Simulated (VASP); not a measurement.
Ru2C:

```
Ru C
1.0
     0.00000    2.54063    2.54063
     2.54063    0.00000    2.54063
     2.54063    2.54063    0.00000
Ru C
2 1
Direct
  0.25000 0.25000 0.25000
  0.75000 0.75000 0.75000
  0.00000 0.00000 0.00000
```

* Program: VASP 6.6.1
* Task: relaxation of cell and atoms
* Functional: PBE
* Potentials or basis: VASP PAW PBE potentials, release 64 (Ru_pv, C)
* Cutoff: 600 eV
* k mesh: 6 × 6 × 6
* Occupations: gaussian, width 0.1 eV
* Spin: no spin polarisation

At the start: pressure 23.7 GPa; volume 10.93 Å³/atom.

Task: How do energy, volume and symmetry change on relaxing?

Result: Over 4 steps the energy falls by 53.0 meV/atom and the volume is 11.70 Å³/atom (+7.0 %); space group Fm-3m (No. 225, to 0.05 Å).

The path:
| step | energy change (eV) | largest force (eV/Å) | pressure (GPa) | volume (Å³) |
| --- | --- | --- | --- | --- |
| 1 | 0.0000 | 0.0000 | 23.68 | 32.80 |
| 2 | 0.5418 | 0.0000 | -32.19 | 41.08 |
| 3 | -0.1586 | 0.0000 | -1.15 | 35.23 |
| 4 | -0.1591 | 0.0000 | -0.12 | 35.11 |

Final structure:
```cif
data_structure
_symmetry_space_group_name_H-M 'P 1'
_symmetry_Int_Tables_number 1
_cell_length_a 3.6755
_cell_length_b 3.6755
_cell_length_c 3.6755
_cell_angle_alpha 60.000
_cell_angle_beta 60.000
_cell_angle_gamma 60.000
_cell_volume 35.11
loop_
_atom_site_label
_atom_site_type_symbol
_atom_site_fract_x
_atom_site_fract_y
_atom_site_fract_z
_atom_site_occupancy
Ru1 Ru 0.25000 0.25000 0.25000 1
Ru2 Ru 0.75000 0.75000 0.75000 1
C1 C 0.00000 0.00000 0.00000 1
```
